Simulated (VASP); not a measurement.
# TiSi2 in VASP: further runs

Runs on TiSi2. Level: PBEsol. Tasks: single point.

All numbers are computed with VASP 6.6.1; they aren't measurements. Logs are shortened: lines on timing, memory, paths and dates and some standing lists are left out, and cuts for length are marked.

## Step 1: The cell of the first run

Symmetry: Fddd, No. 70, orthorhombic system. Conventional cell: a = 4.773 Å, b = 8.236 Å, c = 8.523 Å, α = 90.00°, β = 90.00°, γ = 90.00°. Within 3.3 Å of Ti (site symmetry 222) lie 10 Si at 2.54 to 2.75 Å and 4 Ti at 3.19 Å. Within 3.3 Å of Si (site symmetry 2) lie 5 Ti at 2.54 to 2.75 Å and 9 Si at 2.54 to 3.19 Å.

## Step 2: Single point, PBEsol

Input file INCAR:

```
SYSTEM = TiSi2
PREC = Accurate
ENCUT = 520
EDIFF = 1E-6
ISMEAR = 0
SIGMA = 0.1
LREAL = .FALSE.
LASPH = .TRUE.
NELM = 100
ALGO = Normal
ISIF = 2
LWAVE = .FALSE.
LCHARG = .FALSE.
GGA = PS
NBANDS = 29
```

Input file KPOINTS:

```
regular mesh
0
G
  6 6 6
  0 0 0
```

Input file POSCAR:

```
TiSi2
1.0
    0.0000000000      4.1180000000      4.2615000000
    2.3865000000      0.0000000000      4.2615000000
    2.3865000000      4.1180000000      0.0000000000
Ti Si
2 4
Direct
    0.7500000000      0.7500000000      0.7500000000
    0.5000000000      0.5000000000      0.5000000000
    0.0830000000      0.4170000000      0.0830000000
    0.4170000000      0.0830000000      0.4170000000
    0.1670000000      0.8330000000      0.1670000000
    0.8330000000      0.1670000000      0.8330000000
```

Potentials or basis: VASP PAW PBE potentials, release 64 (Ti_sv, Si).

The run is started by

```console
$ cat potpaw_PBE.64/Ti_sv/POTCAR potpaw_PBE.64/Si/POTCAR > POTCAR
$ mpirun -np 1 vasp_std > vasp.out
```

OUTCAR:

```text
SYSTEM = TiSi2
   PREC = Accurate
   ENCUT = 520
   EDIFF = 1E-6
   ISMEAR = 0
   LREAL = .FALSE.
   LASPH = .TRUE.
   NELM = 100
   ISIF = 2
   GGA = PS

 ion  position               nearest neighbor table
   1  0.750  0.750  0.750-   6 2.54   5 2.54   6 2.54   5 2.54   3 2.74   4 2.74   4 2.75   4 2.75
                             3 2.75   3 2.75
   2  0.500  0.500  0.500-   3 2.54   4 2.54   3 2.54   4 2.54   5 2.74   6 2.74   5 2.75   5 2.75
                             6 2.75   6 2.75
   3  0.083  0.417  0.083-   2 2.54   2 2.54   5 2.54   5 2.54   1 2.74   4 2.75   4 2.75   4 2.75
                             1 2.75   1 2.75
   4  0.417  0.083  0.417-   2 2.54   2 2.54   6 2.54   6 2.54   1 2.74   3 2.75   3 2.75   3 2.75
                             1 2.75   1 2.75
   5  0.167  0.833  0.167-   1 2.54   1 2.54   3 2.54   3 2.54   2 2.74   6 2.75   6 2.75   6 2.75
                             2 2.75   2 2.75
   6  0.833  0.167  0.833-   1 2.54   1 2.54   4 2.54   4 2.54   2 2.74   5 2.75   5 2.75   5 2.75
                             2 2.75   2 2.75

  LATTYP: Found a face centered orthorhombic cell.
 ALAT       =     4.7730000000
 B/A-ratio  =     1.7255394930
 C/A-ratio  =     1.7856693903

  Lattice vectors:

 A1 = (   0.0000000000,   4.1180000000,   4.2615000000)
 A2 = (   2.3865000000,   0.0000000000,   4.2615000000)
 A3 = (   2.3865000000,   4.1180000000,   0.0000000000)

Analysis of symmetry for initial positions (statically):
=====================================================================
 Subroutine PRICEL returns:
 Original cell was already a primitive cell.

 Routine SETGRP: Setting up the symmetry group for a
 face centered orthorhombic supercell.

 Subroutine GETGRP returns: Found  8 space group operations
 (whereof  4 operations were pure point group operations)
 out of a pool of  8 trial point group operations.

The static configuration has the point symmetry D_2 .
 The point group associated with its full space group is D_2h.

Analysis of symmetry for dynamics (positions and initial velocities):
=====================================================================
 Subroutine PRICEL returns:
 Original cell was already a primitive cell.

 Routine SETGRP: Setting up the symmetry group for a
 face centered orthorhombic supercell.

 Subroutine GETGRP returns: Found  8 space group operations
 (whereof  4 operations were pure point group operations)
 out of a pool of  8 trial point group operations.

The dynamic configuration has the point symmetry D_2 .
 The point group associated with its full space group is D_2h.

 Subroutine INISYM returns: Found  8 space group operations
 (whereof  4 operations are pure point group operations),
 and found     1 'primitive' translations

----------------------------------------------------------------------------------------

                                     Primitive cell

  volume of cell :      83.7607

  direct lattice vectors                    reciprocal lattice vectors
     0.000000000  4.118000000  4.261500000    -0.209511837  0.121418164  0.117329579
     2.386500000  0.000000000  4.261500000     0.209511837 -0.121418164  0.117329579
     2.386500000  4.118000000  0.000000000     0.209511837  0.121418164 -0.117329579

  length of vectors
     5.926070051  4.884236327  4.759548954     0.269079562  0.269079562  0.269079562

  position of ions in fractional coordinates (direct lattice)
     0.750000000  0.750000000  0.750000000
     0.500000000  0.500000000  0.500000000
     0.083000000  0.417000000  0.083000000
     0.417000000  0.083000000  0.417000000
     0.167000000  0.833000000  0.167000000
     0.833000000  0.167000000  0.833000000

  ion indices of the primitive-cell ions
   primitive index   ion index
                 1           1
                 2           2
                 3           3
                 4           4
                 5           5
                 6           6

----------------------------------------------------------------------------------------

 KPOINTS: regular mesh

Automatic generation of k-mesh.
 Grid dimensions read from file:
 generate k-points for:    6    6    6

 Generating k-lattice:

  Cartesian coordinates                     Fractional coordinates (reciprocal lattice)
    -0.034918640  0.020236361  0.019554930     0.166666667  0.000000000  0.000000000
     0.034918640 -0.020236361  0.019554930     0.000000000  0.166666667  0.000000000
     0.034918640  0.020236361 -0.019554930     0.000000000  0.000000000  0.166666667

  Length of vectors
     0.044846594  0.044846594  0.044846594

  Shift w.r.t. Gamma in fractional coordinates (k-lattice)
     0.000000000  0.000000000  0.000000000

 Subroutine IBZKPT returns following result:
 ===========================================

 Found     46 irreducible k-points:

 Following reciprocal coordinates:
            Coordinates               Weight
  0.000000  0.000000  0.000000      1.000000
  0.166667  0.000000  0.000000      8.000000
  0.333333 -0.000000 -0.000000      8.000000
  0.500000 -0.000000  0.000000      4.000000
  0.166667  0.166667  0.000000      2.000000
  0.333333  0.166667 -0.000000      8.000000
[... 16 lines left out ...]
 -0.166667  0.166667  0.166667      8.000000
  0.500000  0.333333  0.166667      4.000000
 [... further k-points ...]
   k-points           NKPTS =     46   k-points in BZ     NKDIM =     46   number of bands    NBANDS=     29
   number of dos      NEDOS =    301   number of ions     NIONS =      6
   total plane-waves  NPLWV =  62208
   dimension x,y,z NGX =    48 NGY =   36 NGZ =   36
   dimension x,y,z NGXF=    96 NGYF=   72 NGZF=   72
   ions per type =               2   4
   NGX,Y,Z   is equivalent  to a cutoff of  13.47, 12.25, 12.57 a.u.
   NGXF,Y,Z  is equivalent  to a cutoff of  26.93, 24.51, 25.15 a.u.
 SYSTEM =  TiSi2
   PREC   = accura    normal or accurate (medium, high low for compatibility)
   ISTART =      0    job   : 0-new  1-cont  2-samecut
   ICHARG =      2    charge: 1-file 2-atom 10-const
   ISPIN  =      1    spin polarized calculation?
   LNONCOLLINEAR =      F non collinear calculations
   LSORBIT =      F    spin-orbit coupling
   LASPH  =      T    aspherical Exc in radial PAW
   ENCUT  =  520.0 eV  38.22 Ry    6.18 a.u.  11.02  9.08  8.85*2*pi/ulx,y,z
   NELM   =    100;   NELMIN=  2; NELMDL= -5     # of ELM steps
   EDIFF  = 0.1E-05   stopping-criterion for ELM
   LREAL  =      F    real-space projection
   EDIFFG = 0.1E-04   stopping-criterion for IOM
   NSW    =      0    number of steps for IOM
   IBRION =     -1    ionic relax: 0-MD 1-quasi-New 2-CG
   NFREE  =      0    steps in history (QN), initial steepest desc. (CG)
   ISIF   =      2    stress and relaxation
   ISYM   =      2    0-nonsym 1-usesym 2-fastsym
   POTIM  = 0.5000    time-step for ionic-motion
   TEBEG  =    0.0;   TEEND  =   0.0 temperature during run
   PSTRESS=    0.0 pullay stress
   NELECT =      40.0000    total number of electrons
   NUPDOWN=      -1.0000    fix difference up-down
   EMIN   =  10.00;   EMAX   =-10.00  energy-range for DOS
   EFERMI =   0.00;   METHOD = LEGACY
   ISMEAR =     0;   SIGMA  =   0.10  broadening in eV -4-tet -1-fermi 0-gaus
   EFERMI_NEDOS =   21; number of points for ismear=-14 and -15
   IALGO  =     38    algorithm
   IMIX   =      4    mixing-type and parameters
     AMIX     =   0.40;   BMIX     =  1.00
     AMIX_MAG =   1.60;   BMIX_MAG =  1.00
  volume/ion in A,a.u.               =      13.96        94.21
  Fermi-wavevector in a.u.,A,eV,Ry     =   1.279621  2.418133 22.278591  1.637430
  Thomas-Fermi vector in A             =   2.412096
   LORBIT       =      0    0 simple, 1 ext, 2 COOP (PROOUT), +10 PAW based schemes
   GGA     = PS    functional components
   LHFCALC =     F    Hartree Fock is set to
   AEXX    =    0.0000 exact exchange contribution
   IVDW    =     0    specifies the selected vdW correction
   LEPSILON=     F    determine dielectric tensor
   LRPA    =     F    only Hartree local field effects (RPA)
 non-spin polarized calculation
 Gauss-broadening in eV      SIGMA  =   0.10
  energy-cutoff  :      520.00
  volume of cell :       83.76
 maximum number of plane-waves:      2276
 NGX is ok and might be reduce to    48
   NGX = 23   NGY = 19   NGZ = 17

 number of electron      40.0000003 magnetization

 Free energy of the ion-electron system (eV)
  ---------------------------------------------------
  ext. energy  EPLUGINS =         0.00000000
  ---------------------------------------------------
  free energy    TOTEN  =       -43.69740089 eV

  energy without entropy =      -43.68828939  energy(sigma->0) =      -43.69284514

 E-fermi :  10.1996     XC(G=0): -11.8297

 val. band max:       10.1897489130   @ k =  -0.3333   0.1667   0.0000
 cond. band min:      10.2211105273   @ k =   0.0000   0.3333   0.3333
 fundamental gap:      0.0313616143
 Fermi energy:        10.1996342327

 k-point     1 :       0.0000    0.0000    0.0000
  band No.  band energies     occupation
      1     -45.8766      2.00000
      2     -45.8471      2.00000
      3     -22.3770      2.00000
      4     -22.3476      2.00000
      5     -22.2757      2.00000
      6     -22.2605      2.00000
[... 21 lines left out ...]
     28      13.8734      0.00000
     29      14.0099      0.00000

 k-point     2 :       0.1667    0.0000    0.0000
  band No.  band energies     occupation
      1     -45.8751      2.00000
      2     -45.8485      2.00000
      3     -22.3756      2.00000
      4     -22.3471      2.00000
      5     -22.2833      2.00000
      6     -22.2604      2.00000
[... 21 lines left out ...]
     28      14.0100      0.00000
     29      14.1731      0.00000

 k-point     3 :       0.3333   -0.0000   -0.0000
  band No.  band energies     occupation
      1     -45.8714      2.00000
      2     -45.8520      2.00000
      3     -22.3754      2.00000
      4     -22.3423      2.00000
      5     -22.3016      2.00000
      6     -22.2571      2.00000
[... 638 lines left out ...]
      5     -22.2807      2.00000
      6     -22.2685      2.00000
[... 21 lines left out ...]
     28      14.5684      0.00000
     29      15.1416      0.00000

 k-point    24 :       0.5000    0.3333    0.1667
  band No.  band energies     occupation
      1     -45.8681      2.00000
      2     -45.8553      2.00000
      3     -22.3697      2.00000
      4     -22.3307      2.00000
      5     -22.3135      2.00000
      6     -22.2676      2.00000
[... 21 lines left out ...]
     28      14.2244      0.00000
     29      14.8110      0.00000

 [... further k-points ...]
[... 5 lines left out ...]
  --------------------------------------------------------------------------------------
  -------------------------------------------------------------------------------------
  Total       -0.3944619     -0.8278294     -1.3409897      0.0000000      0.0000000      0.0000000
  in kB       -7.5452807    -15.8347472    -25.6504958      0.0000000      0.0000000      0.0000000
  external PRESSURE =     -16.3435079 kB  Pullay stress =       0.0000000 kB

 VOLUME and BASIS-vectors are now :
 -----------------------------------------------------------------------------
  energy-cutoff  :      520.00
  volume of cell :       83.76
      direct lattice vectors                 reciprocal lattice vectors
     0.000000000  4.118000000  4.261500000    -0.209511837  0.121418164  0.117329579
     2.386500000  0.000000000  4.261500000     0.209511837 -0.121418164  0.117329579
     2.386500000  4.118000000  0.000000000     0.209511837  0.121418164 -0.117329579

 POSITION                                       TOTAL-FORCE (eV/Angst)
 -----------------------------------------------------------------------------------
      3.57975      6.17700      6.39225        -0.000000     -0.000000      0.000000
      2.38650      4.11800      4.26150         0.000000      0.000000      0.000000
      1.19325      0.68359      2.13075         0.000000      0.138341      0.000000
      1.19325      3.43441      2.13075         0.000000     -0.138341      0.000000
      2.38650      1.37541      4.26150         0.000000     -0.138341      0.000000
      2.38650      6.86059      4.26150         0.000000      0.138341      0.000000
 -----------------------------------------------------------------------------------
    total drift:                               -0.000000     -0.000000      0.000000

  FREE ENERGIE OF THE ION-ELECTRON SYSTEM (eV)
  ---------------------------------------------------
  free  energy   TOTEN  =       -43.6974008909 eV

  energy  without entropy=      -43.6882893915  energy(sigma->0) =      -43.69284514
```

It took 82 s on 1 thread of AMD EPYC 9R45 (Zen 5), shared host; peak memory 0.25 GiB.

Results:

```
Free energy            : -43.6974 eV
Pressure               : -1.6 GPa
Largest force          : 0.138 eV/Å
Band gap on the k mesh : zero (band 20 reaches 10.74 eV, above the bottom of band 21 at 8.99 eV)
```

Forces in eV/Å, atoms in the order of the input:
```
Ti   0.000  0.000  0.000
Ti   0.000  0.000  0.000
Si   0.000  0.138  0.000
Si   0.000 -0.138  0.000
Si   0.000 -0.138  0.000
Si   0.000  0.138  0.000
```

Levels at points of the mesh, in eV from the Fermi level:
```csv
k point,band 16,band 17,band 18,band 19,band 20,band 21,band 22,band 23,band 24,band 25
"(0.00, 0.00, 0.00)",-2.69,-2.32,-2.00,-1.78,-1.57,-1.01,1.95,3.13,3.25,3.29
"(0.50, 0.00, 0.00)",-2.55,-2.05,-1.16,-0.12,0.09,0.97,1.29,1.71,2.18,2.60
"(0.50, 0.50, 0.00)",-3.07,-1.66,-1.66,-1.11,-1.11,0.73,0.73,3.17,3.17,3.37
"(0.50, 0.00, 0.50)",-2.48,-2.48,-2.48,-0.93,-0.93,1.19,1.19,3.22,3.22,3.34
"(0.00, 0.50, 0.50)",-1.34,-1.33,-1.33,-0.72,-0.72,0.85,0.85,2.22,2.22,3.01
```

Caveat: the PAW data sets were made with another functional, which shifts forces and pressure a little.

(Continued in part 2 of 2.)
